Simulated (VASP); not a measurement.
Set up this calculation in VASP 6.6.1, as the native input.

```yaml
Task: single point
Functional: PBEsol
Potentials_or_basis: VASP PAW PBE potentials, release 64 (In_d, As)
Cutoff: 520 eV
k_mesh: 12 × 12 × 12
Occupations: gaussian, width 0.1 eV
Spin: no spin polarisation
Dipole_correction: no
Further_INCAR_settings: ALGO = Normal; EDIFF = 1e-06; NBANDS = 16
```

The structure of InAs lies in POSCAR:

```
InAs
1.0
    0.0000000000      2.9817521687      2.9817521687
    2.9817521687      0.0000000000      2.9817521687
    2.9817521687      2.9817521687      0.0000000000
In As
1 1
Direct
    0.0000000000      0.0000000000      0.0000000000
    0.2500000000      0.2500000000      0.2500000000
```

This cell differs from its parent crystal: volume scaled by 0.94.

One way to write it, as run:

INCAR

```
ALGO = Normal
EDIFF = 1E-6
ENCUT = 520
GGA = PS
ISIF = 2
ISMEAR = 0
LASPH = True
LCHARG = True
LELF = True
LREAL = False
LVHAR = True
LWAVE = False
NBANDS = 16
NELM = 100
PREC = Accurate
SIGMA = 0.1
```

KPOINTS

```
k-points
0
Gamma
  12 12 12
```

Potentials or basis: VASP PAW PBE potentials, release 64 (In_d, As).

Command:

```sh
$ cat potpaw_PBE.64/In_d/POTCAR potpaw_PBE.64/As/POTCAR > POTCAR
$ mpirun -np 1 vasp_std > vasp.out
```

Results of the run:

| Quantity | Value |
| --- | --- |
| Pressure | 4.1 GPa |
| Band gap on the k mesh | zero (filled and empty bands touch) |

Caveat: the PAW data sets were made with another functional, which shifts forces and pressure a little; spin-orbit coupling is left out, which moves the levels of the heavy elements.

It took 58 s on 1 thread of AMD EPYC 7R43 64-Core Processor (Zen 3), with other jobs on the host, peak memory 0.18 GiB.
